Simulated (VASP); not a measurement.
# Pt (Fm-3m) in VASP: further runs

The runs below take Pt through single point, with LDA.

Everything below comes from runs of VASP 6.6.1. Logs are shortened: lines on timing, memory, paths and dates and some standing lists are left out, and cuts for length are marked.

### Step 1. The cell of the first run

The structure is cubic, space group Fm-3m (No. 225). The conventional cell has a = 3.894 Å, b = 3.894 Å, c = 3.894 Å, α = 90.00°, β = 90.00°, γ = 90.00°. Within 3.6 Å of Pt (site symmetry m-3m) lie 12 Pt at 2.75 Å.

### Step 2. Single point, LDA

Contents of INCAR:

```
SYSTEM = Pt
PREC = Accurate
ENCUT = 520
EDIFF = 1E-6
ISMEAR = 0
SIGMA = 0.1
LREAL = .False.
LASPH = .True.
NELM = 60
ALGO = Normal
ISIF = 2
LWAVE = .False.
LCHARG = .True.
GGA = CA
LELF = .True.
LVHAR = .True.
NBANDS = 11
```

Contents of KPOINTS:

```
Automatic mesh
0
Gamma
  18 18 18
  0 0 0
```

Contents of POSCAR:

```
Pt
1.0
    0.0000000000      1.9468328700      1.9468328700
    1.9468328700      0.0000000000      1.9468328700
    1.9468328700      1.9468328700      0.0000000000
Pt
1
Direct
    0.0000000000      0.0000000000      0.0000000000
```

Potentials or basis: VASP PAW LDA potentials, release 64 (Pt).

Launch:

```console
> cat potpaw_LDA.64/Pt/POTCAR > POTCAR
> mpirun -np 1 vasp_std > vasp.out
```

OUTCAR:

```text
SYSTEM = Pt
   PREC = Accurate
   ENCUT = 520
   EDIFF = 1E-6
   ISMEAR = 0
   LREAL = .False.
   LASPH = .True.
   NELM = 60
   ISIF = 2
   GGA = CA

 ion  position               nearest neighbor table
   1  0.000  0.000  0.000-

  LATTYP: Found a face centered cubic cell.
 ALAT       =     3.8936657400

  Lattice vectors:

 A1 = (   0.0000000000,   1.9468328700,   1.9468328700)
 A2 = (   1.9468328700,   0.0000000000,   1.9468328700)
 A3 = (   1.9468328700,   1.9468328700,   0.0000000000)

Analysis of symmetry for initial positions (statically):
=====================================================================
 Subroutine PRICEL returns:
 Original cell was already a primitive cell.

 Routine SETGRP: Setting up the symmetry group for a
 face centered cubic supercell.

 Subroutine GETGRP returns: Found 48 space group operations
 (whereof 48 operations were pure point group operations)
 out of a pool of 48 trial point group operations.

The static configuration has the point symmetry O_h .

Analysis of symmetry for dynamics (positions and initial velocities):
=====================================================================
 Subroutine PRICEL returns:
 Original cell was already a primitive cell.

 Routine SETGRP: Setting up the symmetry group for a
 face centered cubic supercell.

 Subroutine GETGRP returns: Found 48 space group operations
 (whereof 48 operations were pure point group operations)
 out of a pool of 48 trial point group operations.

The dynamic configuration has the point symmetry O_h .

 Subroutine INISYM returns: Found 48 space group operations
 (whereof 48 operations are pure point group operations),
 and found     1 'primitive' translations

----------------------------------------------------------------------------------------

                                     Primitive cell

  volume of cell :      14.7576

  direct lattice vectors                    reciprocal lattice vectors
     0.000000000  1.946832870  1.946832870    -0.256827388  0.256827388  0.256827388
     1.946832870  0.000000000  1.946832870     0.256827388 -0.256827388  0.256827388
     1.946832870  1.946832870  0.000000000     0.256827388  0.256827388 -0.256827388

  length of vectors
     2.753237448  2.753237448  2.753237448     0.444838084  0.444838084  0.444838084

  position of ions in fractional coordinates (direct lattice)
     0.000000000  0.000000000  0.000000000

  ion indices of the primitive-cell ions
   primitive index   ion index
                 1           1

----------------------------------------------------------------------------------------

 KPOINTS: Automatic mesh

Automatic generation of k-mesh.
 Grid dimensions read from file:
 generate k-points for:   18   18   18

 Generating k-lattice:

  Cartesian coordinates                     Fractional coordinates (reciprocal lattice)
    -0.014268188  0.014268188  0.014268188     0.055555556  0.000000000  0.000000000
     0.014268188 -0.014268188  0.014268188     0.000000000  0.055555556  0.000000000
     0.014268188  0.014268188 -0.014268188     0.000000000  0.000000000  0.055555556

  Length of vectors
     0.024713227  0.024713227  0.024713227

  Shift w.r.t. Gamma in fractional coordinates (k-lattice)
     0.000000000  0.000000000  0.000000000

 Subroutine IBZKPT returns following result:
 ===========================================

 Found    195 irreducible k-points:

 Following reciprocal coordinates:
            Coordinates               Weight
  0.000000  0.000000  0.000000      1.000000
  0.055556  0.000000  0.000000      8.000000
  0.111111  0.000000  0.000000      8.000000
  0.166667  0.000000  0.000000      8.000000
  0.222222  0.000000  0.000000      8.000000
  0.277778  0.000000  0.000000      8.000000
[... 16 lines left out ...]
 -0.277778  0.055556  0.000000     24.000000
 -0.222222  0.055556  0.000000     24.000000
 [... further k-points ...]
   k-points           NKPTS =    195   k-points in BZ     NKDIM =    195   number of bands    NBANDS=     11
   number of dos      NEDOS =    301   number of ions     NIONS =      1
   total plane-waves  NPLWV =   8000
   dimension x,y,z NGX =    20 NGY =   20 NGZ =   20
   dimension x,y,z NGXF=    40 NGYF=   40 NGZF=   40
   ions per type =               1
   NGX,Y,Z   is equivalent  to a cutoff of  12.08, 12.08, 12.08 a.u.
   NGXF,Y,Z  is equivalent  to a cutoff of  24.15, 24.15, 24.15 a.u.
 SYSTEM =  Pt
   PREC   = accura    normal or accurate (medium, high low for compatibility)
   ISTART =      0    job   : 0-new  1-cont  2-samecut
   ICHARG =      2    charge: 1-file 2-atom 10-const
   ISPIN  =      1    spin polarized calculation?
   LNONCOLLINEAR =      F non collinear calculations
   LSORBIT =      F    spin-orbit coupling
   LASPH  =      T    aspherical Exc in radial PAW
   ENCUT  =  520.0 eV  38.22 Ry    6.18 a.u.   5.12  5.12  5.12*2*pi/ulx,y,z
   NELM   =     60;   NELMIN=  2; NELMDL= -5     # of ELM steps
   EDIFF  = 0.1E-05   stopping-criterion for ELM
   LREAL  =      F    real-space projection
   EDIFFG = 0.1E-04   stopping-criterion for IOM
   NSW    =      0    number of steps for IOM
   IBRION =     -1    ionic relax: 0-MD 1-quasi-New 2-CG
   NFREE  =      0    steps in history (QN), initial steepest desc. (CG)
   ISIF   =      2    stress and relaxation
   ISYM   =      2    0-nonsym 1-usesym 2-fastsym
   POTIM  = 0.5000    time-step for ionic-motion
   TEBEG  =    0.0;   TEEND  =   0.0 temperature during run
   PSTRESS=    0.0 pullay stress
   NELECT =      10.0000    total number of electrons
   NUPDOWN=      -1.0000    fix difference up-down
   EMIN   =  10.00;   EMAX   =-10.00  energy-range for DOS
   EFERMI =   0.00;   METHOD = LEGACY
   ISMEAR =     0;   SIGMA  =   0.10  broadening in eV -4-tet -1-fermi 0-gaus
   EFERMI_NEDOS =   21; number of points for ismear=-14 and -15
   IALGO  =     38    algorithm
   IMIX   =      4    mixing-type and parameters
     AMIX     =   0.40;   BMIX     =  1.00
     AMIX_MAG =   1.60;   BMIX_MAG =  1.00
  volume/ion in A,a.u.               =      14.76        99.59
  Fermi-wavevector in a.u.,A,eV,Ry     =   1.437925  2.717284 28.131782  2.067628
  Thomas-Fermi vector in A             =   2.556948
   LORBIT       =      0    0 simple, 1 ext, 2 COOP (PROOUT), +10 PAW based schemes
   GGA     = CA    functional components
   LHFCALC =     F    Hartree Fock is set to
   AEXX    =    0.0000 exact exchange contribution
   IVDW    =     0    specifies the selected vdW correction
   LEPSILON=     F    determine dielectric tensor
   LRPA    =     F    only Hartree local field effects (RPA)
 non-spin polarized calculation
 Gauss-broadening in eV      SIGMA  =   0.10
  energy-cutoff  :      520.00
  volume of cell :       14.76
 maximum number of plane-waves:       411
   NGX = 11   NGY = 11   NGZ = 11

 number of electron      10.0000000 magnetization

 Free energy of the ion-electron system (eV)
  ---------------------------------------------------
  ext. energy  EPLUGINS =         0.00000000
  ---------------------------------------------------
  free energy    TOTEN  =        -7.50701587 eV

  energy without entropy =       -7.49670795  energy(sigma->0) =       -7.50186191

 E-fermi :  11.5699     XC(G=0): -13.8138

 val. band max:       11.5652070470   @ k =  -0.3333   0.3889   0.1111
 cond. band min:      11.5811261060   @ k =   0.3889   0.2222   0.0000
 fundamental gap:      0.0159190590
 Fermi energy:        11.5698780962

 k-point     1 :       0.0000    0.0000    0.0000
  band No.  band energies     occupation
      1       1.0755      2.00000
      2       7.6104      2.00000
      3       7.6104      2.00000
      4       7.6104      2.00000
      5       9.8815      2.00000
      6       9.8815      2.00000
      7      26.1241      0.00000
      8      31.1686      0.00000
      9      31.1686      0.00000
     10      31.1686      0.00000
     11      36.7020      0.00000

 k-point     2 :       0.0556    0.0000    0.0000
  band No.  band energies     occupation
      1       1.2029      2.00000
      2       7.5519      2.00000
      3       7.6620      2.00000
      4       7.6620      2.00000
      5       9.8515      2.00000
      6       9.8515      2.00000
      7      26.3277      0.00000
      8      30.5104      0.00000
      9      31.3686      0.00000
     10      31.3686      0.00000
     11      37.4462      0.00000

 k-point     3 :       0.1111    0.0000    0.0000
  band No.  band energies     occupation
      1       1.5732      2.00000
      2       7.4020      2.00000
      3       7.7976      2.00000
      4       7.7976      2.00000
      5       9.7870      2.00000
      6       9.7870      2.00000
      7      26.8845      0.00000
      8      29.1230      0.00000
      9      31.9509      0.00000
     10      31.9509      0.00000
     11      38.3524      0.00000

 k-point     4 :       0.1667    0.0000    0.0000
  band No.  band energies     occupation
      1       2.1449      2.00000
      2       7.2355      2.00000
      3       7.9512      2.00000
      4       7.9512      2.00000
      5       9.7673      2.00000
      6       9.7673      2.00000
      7      27.5408      0.00000
      8      27.6013      0.00000
      9      32.8600      0.00000
     10      32.8600      0.00000
     11      36.7719      0.00000
[... 239 lines left out ...]
 k-point    22 :      -0.3333    0.0556    0.0000
  band No.  band energies     occupation
      1       3.9959      2.00000
      2       7.7200      2.00000
      3       7.8381      2.00000
      4       8.2778      2.00000
      5      10.5842      2.00000
      6      11.3609      1.99688
      7      21.3967      0.00000
      8      26.8657      0.00000
      9      31.3561      0.00000
     10      33.3262      0.00000
     11      36.5322      0.00000

 k-point    23 :      -0.2778    0.0556    0.0000
  band No.  band energies     occupation
      1       3.7114      2.00000
      2       7.4464      2.00000
      3       7.9115      2.00000
      4       7.9877      2.00000
      5      10.0694      2.00000
      6      10.8361      2.00000
      7      23.4538      0.00000
      8      27.6260      0.00000
      9      32.3272      0.00000
     10      34.8699      0.00000
     11      35.1971      0.00000

 k-point    24 :      -0.2222    0.0556    0.0000
  band No.  band energies     occupation
      1       3.1562      2.00000
      2       7.1043      2.00000
      3       8.0228      2.00000
      4       8.0919      2.00000
      5       9.6667      2.00000
      6      10.3789      2.00000
      7      25.3575      0.00000
      8      28.1614      0.00000
      9      32.8143      0.00000
     10      34.1749      0.00000
     11      35.4370      0.00000

 [... further k-points ...]

------------------------ aborting loop because EDIFF is reached ----------------------------------------

  FORCE on cell =-STRESS in cart. coord.  units (eV):
  Direction    XX          YY          ZZ          XY          YZ          ZX
  --------------------------------------------------------------------------------------
  -------------------------------------------------------------------------------------
  Total        0.0719678      0.0719678      0.0719678      0.0000000      0.0000000     -0.0000000
  in kB        7.8132664      7.8132664      7.8132664      0.0000000      0.0000000     -0.0000000
  external PRESSURE =       7.8132664 kB  Pullay stress =       0.0000000 kB

 VOLUME and BASIS-vectors are now :
 -----------------------------------------------------------------------------
  energy-cutoff  :      520.00
  volume of cell :       14.76
      direct lattice vectors                 reciprocal lattice vectors
     0.000000000  1.946832870  1.946832870    -0.256827388  0.256827388  0.256827388
     1.946832870  0.000000000  1.946832870     0.256827388 -0.256827388  0.256827388
     1.946832870  1.946832870  0.000000000     0.256827388  0.256827388 -0.256827388

 POSITION                                       TOTAL-FORCE (eV/Angst)
 -----------------------------------------------------------------------------------
      0.00000      0.00000      0.00000         0.000000      0.000000     -0.000000
 -----------------------------------------------------------------------------------
    total drift:                                0.000000     -0.000000     -0.000000

  FREE ENERGIE OF THE ION-ELECTRON SYSTEM (eV)
  ---------------------------------------------------
  free  energy   TOTEN  =        -7.5070158681 eV

  energy  without entropy=       -7.4967079501  energy(sigma->0) =       -7.50186191
```

Wall time 13 s (1 thread of Intel Xeon Platinum 8559C (Emerald Rapids), shared host); peak memory 0.15 GiB.

Results:

- Free energy: -7.5070 eV
- Pressure: 0.8 GPa
- Band gap on the k mesh: zero (bands 5 and 6 overlap by 2.32 eV)

Caveat: spin-orbit coupling is left out, which moves the levels of the heavy elements.

### Step 3. Single point, LDA (14.50 Å³/atom)

This run uses another cell than the first one, of 14.50 Å³/atom.

Contents of INCAR:

```
PREC = Accurate ; ENCUT = 520
EDIFF = 1E-6 ; ISMEAR = -1
SIGMA = 0.15 ; LREAL = F
LASPH = T ; NELM = 100
ALGO = Normal ; ISIF = 2
LWAVE = F ; LCHARG = F
GGA = CA ; NBANDS = 11
```

Contents of KPOINTS:

```
regular mesh
0
Gamma
  20 20 20
```

Contents of POSCAR:

```
Pt
1.0
    0.0000000000      1.9355575024      1.9355575024
    1.9355575024      0.0000000000      1.9355575024
    1.9355575024      1.9355575024      0.0000000000
Pt
1
Direct
    0.0000000000      0.0000000000      0.0000000000
```

Potentials or basis: VASP PAW LDA potentials, release 64 (Pt).

Launch:

```console
> cat potpaw_LDA.64/Pt/POTCAR > POTCAR
> mpirun -np 1 vasp_std > vasp.out
```

Wall time 16 s (1 thread of Intel Xeon Platinum 8559C (Emerald Rapids), shared host); peak memory 0.15 GiB.

Results (log left out):

| Item | Value |
| --- | --- |
| Free energy | -7.5575 eV |
| Pressure | 7.3 GPa |
| Band gap on the k mesh | zero (bands 5 and 6 overlap by 2.40 eV) |

Levels at points of the mesh, in eV from the Fermi level:
```
           k point  band 2  band 3  band 4  band 5  band 6  band 7  band 8  band 9
(0.00, 0.00, 0.00)   -4.09   -4.09   -4.09   -1.76   -1.76   14.47   19.61   19.61
(0.50, 0.00, 0.00)   -4.15   -4.15   -0.67    0.03    0.03    6.11   14.05   19.13
(0.50, 0.50, 0.00)   -7.10    0.01    0.51    0.51    1.66    9.28   11.43   11.43
```

Caveat: the cell stands under pressure; spin-orbit coupling is left out, which moves the levels of the heavy elements.

### Step 4. Single point, LDA

This run uses another cell than the first one, of 14.80 Å³/atom.

Contents of INCAR:

```
SYSTEM = Pt
PREC = Accurate ; ENCUT = 520
EDIFF = 1E-7 ; ISMEAR = -1
SIGMA = 0.15 ; LREAL = .FALSE.
LASPH = .TRUE. ; NELM = 80
ALGO = Normal ; ISIF = 2
LWAVE = .FALSE. ; LCHARG = .FALSE.
NBANDS = 11
```

Contents of KPOINTS:

```
Automatic mesh
0
G
  20 20 20
  0 0 0
```

Contents of POSCAR:

```
Pt
1.0
    0.0000000000      1.9486359904      1.9486359904
    1.9486359904      0.0000000000      1.9486359904
    1.9486359904      1.9486359904      0.0000000000
Pt
1
Direct
    0.0000000000      0.0000000000      0.0000000000
```

Potentials or basis: VASP PAW LDA potentials, release 64 (Pt).

Launch:

```console
> cat potpaw_LDA.64/Pt/POTCAR > POTCAR
> mpirun -np 1 vasp_std > vasp.out
```

OUTCAR:

```text
SYSTEM = Pt
   PREC = Accurate
   ENCUT = 520
   EDIFF = 1E-7
   ISMEAR = -1
   LREAL = .FALSE.
   LASPH = .TRUE.
   NELM = 80
   ISIF = 2

 ion  position               nearest neighbor table
   1  0.000  0.000  0.000-

  LATTYP: Found a face centered cubic cell.
 ALAT       =     3.8972719808

  Lattice vectors:

 A1 = (   0.0000000000,   1.9486359904,   1.9486359904)
 A2 = (   1.9486359904,   0.0000000000,   1.9486359904)
 A3 = (   1.9486359904,   1.9486359904,   0.0000000000)

Analysis of symmetry for initial positions (statically):
=====================================================================
 Subroutine PRICEL returns:
 Original cell was already a primitive cell.

 Routine SETGRP: Setting up the symmetry group for a
 face centered cubic supercell.

 Subroutine GETGRP returns: Found 48 space group operations
 (whereof 48 operations were pure point group operations)
 out of a pool of 48 trial point group operations.

The static configuration has the point symmetry O_h .

Analysis of symmetry for dynamics (positions and initial velocities):
=====================================================================
 Subroutine PRICEL returns:
[... 166 lines left out ...]
      4       7.5777      2.00000
      5       9.8366      1.99998
      6       9.8366      1.99998
      7      26.0784      0.00000
      8      31.1046      0.00000
      9      31.1046      0.00000
     10      31.1046      0.00000
     11      36.6263      0.00000
[... 309 lines left out ...]
 k-point    24 :      -0.3500    0.0500    0.0000
  band No.  band energies     occupation
      1       3.9856      2.00000
      2       7.6610      2.00000
      3       7.7524      2.00000
      4       8.5426      2.00000
      5      10.7040      1.99236
      6      11.3832      1.47603
      7      20.7649      0.00000
      8      26.6021      0.00000
      9      31.1777      0.00000
     10      32.7595      0.00000
     11      37.0447      0.00000

 [... further k-points ...]

------------------------ aborting loop because EDIFF is reached ----------------------------------------

  FORCE on cell =-STRESS in cart. coord.  units (eV):
  Direction    XX          YY          ZZ          XY          YZ          ZX
  --------------------------------------------------------------------------------------
  -------------------------------------------------------------------------------------
  Total        0.0688361      0.0688361      0.0688361     -0.0000000      0.0000000      0.0000000
  in kB        7.4525510      7.4525510      7.4525510     -0.0000000      0.0000000      0.0000000
  external PRESSURE =       7.4525510 kB  Pullay stress =       0.0000000 kB

 VOLUME and BASIS-vectors are now :
 -----------------------------------------------------------------------------
  energy-cutoff  :      520.00
  volume of cell :       14.80
      direct lattice vectors                 reciprocal lattice vectors
     0.000000000  1.948635990  1.948635990    -0.256589739  0.256589739  0.256589739
     1.948635990  0.000000000  1.948635990     0.256589739 -0.256589739  0.256589739
     1.948635990  1.948635990  0.000000000     0.256589739  0.256589739 -0.256589739

 POSITION                                       TOTAL-FORCE (eV/Angst)
 -----------------------------------------------------------------------------------
      0.00000      0.00000      0.00000         0.000000      0.000000      0.000000
 -----------------------------------------------------------------------------------
    total drift:                                0.000000     -0.000000      0.000000

  FREE ENERGIE OF THE ION-ELECTRON SYSTEM (eV)
  ---------------------------------------------------
  free  energy   TOTEN  =        -7.5650306514 eV

  energy  without entropy=       -7.4581205504  energy(sigma->0) =       -7.51157560
```

Run time: 17 s. Hardware: 1 thread of Intel Xeon Platinum 8559C (Emerald Rapids), shared host; peak memory 0.15 GiB.

What came out:

| Property | Result |
| --- | --- |
| Free energy | -7.5650 eV |
| Pressure | 0.7 GPa |
| Band gap on the k mesh | zero (bands 5 and 6 overlap by 2.31 eV) |

Levels at points of the mesh, in eV from the Fermi level:
| k point | band 3 | band 4 | band 5 | band 6 | band 7 | band 8 |
| --- | --- | --- | --- | --- | --- | --- |
| (0.00, 0.00, 0.00) | -3.96 | -3.96 | -1.70 | -1.70 | 14.54 | 19.57 |
| (0.50, 0.00, 0.00) | -4.02 | -0.59 | 0.03 | 0.03 | 5.95 | 14.11 |
| (0.50, 0.50, 0.00) | 0.00 | 0.49 | 0.49 | 1.70 | 9.05 | 11.37 |

Caveat: spin-orbit coupling is left out, which moves the levels of the heavy elements.

### Step 5. Overview

| cell | k mesh | smearing | gap on the mesh (eV) | pressure (GPa) |
| --- | --- | --- | --- | --- |
| a = 2.753 Å, angles 60.0°, 1 atom | 18 × 18 × 18 | gaussian 0.1 eV | none | 0.8 |
| a = 2.737 Å, angles 60.0°, 1 atom | 20 × 20 × 20 | fermi-dirac 0.15 eV | none | 7.3 |
| a = 2.756 Å, angles 60.0°, 1 atom | 20 × 20 × 20 | fermi-dirac 0.15 eV | none | 0.7 |

Alike in all rows: task single point; level LDA; potentials or basis VASP PAW LDA potentials, release 64 (Pt); no spin polarisation; cutoff (eV) 520.

Caveats: spin-orbit coupling is left out, which moves the levels of the heavy elements; the cell stands under pressure (at least some runs).

Absolute energies hang on the potentials; compare differences alone.
